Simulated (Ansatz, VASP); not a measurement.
## One calculation of Si2W, two programs

```
CELL_PARAMETERS angstrom
-1.61664 1.61664 3.96609
1.61664 -1.61664 3.96609
1.61664 1.61664 -3.96609
ATOMIC_POSITIONS crystal
Si 0.33300 0.33300 0.00000
Si 0.66700 0.66700 0.00000
W 0.00000 0.00000 0.00000
```

Change from the starting cell: volume scaled by 1.02, crystal datasets.

Alike in both runs: task electric field gradients; functional PBEsol; k mesh 18 × 18 × 18; occupations fermi-dirac, width 0.03 eV; no spin polarisation.

```csv
,VASP,Ansatz
version,VASP 6.6.1,Ansatz 0.2.0
potentials or method,"VASP PAW PBE potentials, release 64 (Si, W_sv), cutoff 520 eV","all-electron PAW with datasets made for the crystal, scalar-relativistic"
```

|  | VASP | Ansatz | Ansatz less VASP |
| --- | --- | --- | --- |
| pressure (GPa) | -7.4 | -7.7 | -0.29 |
| traceless stress, the component that is largest in VASP (GPa) | -2.13 | -2.12 | +0.011 |
| rms of the force components (eV/Å) | 0.147 | 0.149 | +0.0024 |
| size of Vzz on the site where it differs most (V/Å²) | 121.6 | 141.2 | +19.67 |

VASP's potentials were made for PBE, not for PBEsol. Atom by atom the forces differ by 0.002 eV/Å (rms over components). Ansatz ran all-electron here, and VASP with PAW potentials.

Neither program's run includes spin-orbit coupling.
